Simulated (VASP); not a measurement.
# TiO2 in VASP: a series of runs, part 2 of 2

VASP 6.6.1. The steps go on from the part before.

## Step 5: Single point, HSE06

This run uses another cell than the first one, of the same volume but with other edges.

Input file POSCAR:

```
TiO2
1.0
    0.0000000000      2.3968272525      2.3968272525
    2.3968272525      0.0000000000      2.3968272525
    2.3968272525      2.3968272525      0.0000000000
Ti O
1 2
Direct
    0.0000000000      0.0000000000      0.0000000000
    0.2500000000      0.2500000000      0.2500000000
    0.7500000000      0.7500000000      0.7500000000
```

Input file INCAR.step1:

```
SYSTEM = TiO2
PREC     = Accurate       ! precision mode
ENCUT    = 520            ! plane-wave cutoff, eV
EDIFF    = 1E-5           ! SCF threshold, eV
ISMEAR   = 0              ! smearing method
SIGMA    = 0.01           ! smearing width, eV
LREAL    = .False.        ! projectors in reciprocal space
LASPH    = .True.         ! aspherical terms in the spheres
NELM     = 80             ! most SCF steps
ALGO     = Normal         ! electronic algorithm
ISIF     = 2              ! what is computed and relaxed
LWAVE    = .True.         ! write WAVECAR
LCHARG   = .False.        ! write CHGCAR
GGA      = PE             ! functional
NBANDS   = 19             ! bands
```

Input file INCAR.step2:

```
SYSTEM = TiO2
PREC     = Accurate       ! precision mode
ENCUT    = 520            ! plane-wave cutoff, eV
EDIFF    = 1E-6           ! SCF threshold, eV
ISMEAR   = 0              ! smearing method
SIGMA    = 0.01           ! smearing width, eV
LREAL    = .False.        ! projectors in reciprocal space
LASPH    = .True.         ! aspherical terms in the spheres
NELM     = 80             ! most SCF steps
ALGO     = Normal         ! electronic algorithm
ISIF     = 2              ! what is computed and relaxed
LWAVE    = .False.        ! write WAVECAR
LCHARG   = .False.        ! write CHGCAR
GGA      = PE             ! functional
LHFCALC  = .True.         ! exact exchange
HFSCREEN = 0.2079         ! screening, 1/A
PRECFOCK = Normal       
ISTART   = 1            
NBANDS   = 19             ! bands
```

Input file KPOINTS:

```
Automatic mesh
0
Gamma
  6 6 6
  0 0 0
```

Potentials or basis: VASP PAW PBE potentials, release 64 (Ti_sv, O).

Run with:

```
$ cat potpaw_PBE.64/Ti_sv/POTCAR potpaw_PBE.64/O/POTCAR > POTCAR
$ cp INCAR.step1 INCAR
$ mpirun -np 1 vasp_std > vasp.out
$ cp INCAR.step2 INCAR
$ mpirun -np 1 vasp_std > vasp.out
```

OUTCAR:

```text
SYSTEM = TiO2
   PREC = Accurate
   ENCUT = 520
   EDIFF = 1E-6
   ISMEAR = 0
   LREAL = .False.
   LASPH = .True.
   NELM = 80
   ISIF = 2
   GGA = PE
   LHFCALC = .True.
   HFSCREEN = 0.2079
   PRECFOCK = Normal
   ISTART = 1

 ion  position               nearest neighbor table
   1  0.000  0.000  0.000-   2 2.08   3 2.08   3 2.08   3 2.08   3 2.08   2 2.08   2 2.08   2 2.08

   2  0.250  0.250  0.250-   1 2.08   1 2.08   1 2.08   1 2.08
   3  0.750  0.750  0.750-   1 2.08   1 2.08   1 2.08   1 2.08

  LATTYP: Found a face centered cubic cell.
[... 544 lines left out ...]

  FORCE on cell =-STRESS in cart. coord.  units (eV):
  Direction    XX          YY          ZZ          XY          YZ          ZX
  --------------------------------------------------------------------------------------
  -------------------------------------------------------------------------------------
  Total       -0.5145988     -0.5145988     -0.5145988      0.0000000      0.0000000      0.0000000
  in kB      -29.9391262    -29.9391262    -29.9391262      0.0000000      0.0000000      0.0000000
  external PRESSURE =     -29.9391262 kB  Pullay stress =       0.0000000 kB

 VOLUME and BASIS-vectors are now :
 -----------------------------------------------------------------------------
  energy-cutoff  :      520.00
  volume of cell :       27.54
      direct lattice vectors                 reciprocal lattice vectors
     0.000000000  2.396827253  2.396827253    -0.208609110  0.208609110  0.208609110
     2.396827253  0.000000000  2.396827253     0.208609110 -0.208609110  0.208609110
     2.396827253  2.396827253  0.000000000     0.208609110  0.208609110 -0.208609110

 POSITION                                       TOTAL-FORCE (eV/Angst)
 -----------------------------------------------------------------------------------
      0.00000      0.00000      0.00000        -0.000000     -0.000000      0.000000
      1.19841      1.19841      1.19841         0.000000      0.000000      0.000000
      3.59524      3.59524      3.59524        -0.000000     -0.000000     -0.000000
 -----------------------------------------------------------------------------------
    total drift:                                0.000000      0.000000      0.000000

  FREE ENERGIE OF THE ION-ELECTRON SYSTEM (eV)
  ---------------------------------------------------
  free  energy   TOTEN  =       -32.2632824197 eV

  energy  without entropy=      -32.2632824197  energy(sigma->0) =      -32.26328242
```

OUTCAR.step1:

```text
SYSTEM = TiO2
   PREC = Accurate
   ENCUT = 520
   EDIFF = 1E-5
   ISMEAR = 0
   LREAL = .False.
   LASPH = .True.
   NELM = 80
[... 566 lines left out ...]
      0.00000      0.00000      0.00000         0.000000      0.000000      0.000000
      1.19841      1.19841      1.19841        -0.000000     -0.000000     -0.000000
      3.59524      3.59524      3.59524         0.000000      0.000000      0.000000
 -----------------------------------------------------------------------------------
    total drift:                               -0.000000     -0.000000      0.000000

  FREE ENERGIE OF THE ION-ELECTRON SYSTEM (eV)
  ---------------------------------------------------
  free  energy   TOTEN  =       -26.0170304434 eV

  energy  without entropy=      -26.0170304434  energy(sigma->0) =      -26.01703044
```

Run time: 25 min. Hardware: 1 thread of Intel Xeon 6975P-C (Granite Rapids), shared host; peak memory 0.26 GiB.

What came out:

```
Free energy            : -32.2633 eV
Pressure               : -3.0 GPa
Band gap on the k mesh : 2.60 eV (least direct gap 3.32 eV)
```

Caveat: the PAW data sets were made with another functional, which shifts forces and pressure a little.

## Step 6: The runs side by side

| level | cell | k mesh | smearing | grid for exact exchange (PRECFOCK) | share of exact exchange | screening parameter | gap on the mesh (eV) | pressure (GPa) | largest force (eV/Å) |
| --- | --- | --- | --- | --- | --- | --- | --- | --- | --- |
| PBE | a = 3.390, b = 3.390, c = 3.322 Å, angles 60.7, 60.7, 61.3°, 3 atoms | 10 × 10 × 10 | fermi-dirac 0.02 eV | - | - | - | 1.13 | 7.0 | 0.03 |
| r2SCAN | a = 3.378 Å, angles 60.2°, 3 atoms | 10 × 10 × 10 | gaussian 0.01 eV | - | - | - | 1.55 | 3.0 | - |
| r2SCAN | a = 3.390, b = 3.390, c = 3.322 Å, angles 60.7, 60.7, 61.3°, 3 atoms | 10 × 10 × 10 | gaussian 0.01 eV | - | - | - | 1.55 | 1.8 | 0.01 |
| HSE06 | a = 3.390 Å, angles 60.0°, 3 atoms | 6 × 6 × 6 | gaussian 0.01 eV | Normal | 0.25 | 0.2079 1/Å | 2.60 | -3.0 | - |

Alike in all rows: task single point; potentials or basis VASP PAW PBE potentials, release 64 (Ti_sv, O); no spin polarisation; cutoff (eV) 520.

Caveats: the PAW data sets were made with another functional, which shifts forces and pressure a little (at least some runs); the cell stands under pressure (at least some runs).

Total energies depend on the potentials used, so only differences within one code and one set of settings carry meaning.
